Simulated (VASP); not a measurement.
Write the native input for VASP 6.6.1 that does the following.

* Task: single point
* Functional: LDA
* Potentials or basis: VASP PAW LDA potentials, release 64 (Pt)
* Cutoff: 520 eV
* k mesh: 20 × 20 × 20
* Occupations: gaussian, width 0.15 eV
* Spin: no spin polarisation
* Dipole correction: no
* Further INCAR settings: ALGO = Fast; EDIFF = 1e-07; NBANDS = 11

The structure of Pt lies in POSCAR:

```
Pt
1.0
    0.0000000000      1.9468328700      2.0149720204
    1.7862191582      0.0000000000      2.0149720204
    1.7862191582      1.9468328700      0.0000000000
Pt
1
Direct
    0.0000000000      0.0000000000      0.0000000000
```

This cell differs from its parent crystal: normal strain along x -0.0825, normal strain along z +0.0350.

One way to write it, as run:

INCAR

```
PREC = Accurate
ENCUT = 520
EDIFF = 1E-7
ISMEAR = 0
SIGMA = 0.15
LREAL = F
LASPH = T
NELM = 100
ALGO = Fast
ISIF = 2
LWAVE = F
LCHARG = F
NBANDS = 11
```

KPOINTS

```
regular mesh
0
Gamma
  20 20 20
```

Potentials or basis: VASP PAW LDA potentials, release 64 (Pt).

Launch:

```console
$ cat potpaw_LDA.64/Pt/POTCAR > POTCAR
$ mpirun -np 1 vasp_std > vasp.out
```

Results of the run:

```
Pressure               : 20.6 GPa
Band gap on the k mesh : zero (band 5 reaches 13.77 eV, above the bottom of band 6 at 10.68 eV)
```

Caveat: the cell differs from its parent crystal (normal strain along x -0.0825, normal strain along z +0.0350); spin-orbit coupling is left out, which moves the levels of the heavy elements.

Run time: 2.5 min on 1 thread of Intel(R) Xeon(R) Platinum 8375C CPU @ 2.90GHz (Ice Lake), on a shared host, peak memory 0.28 GiB.
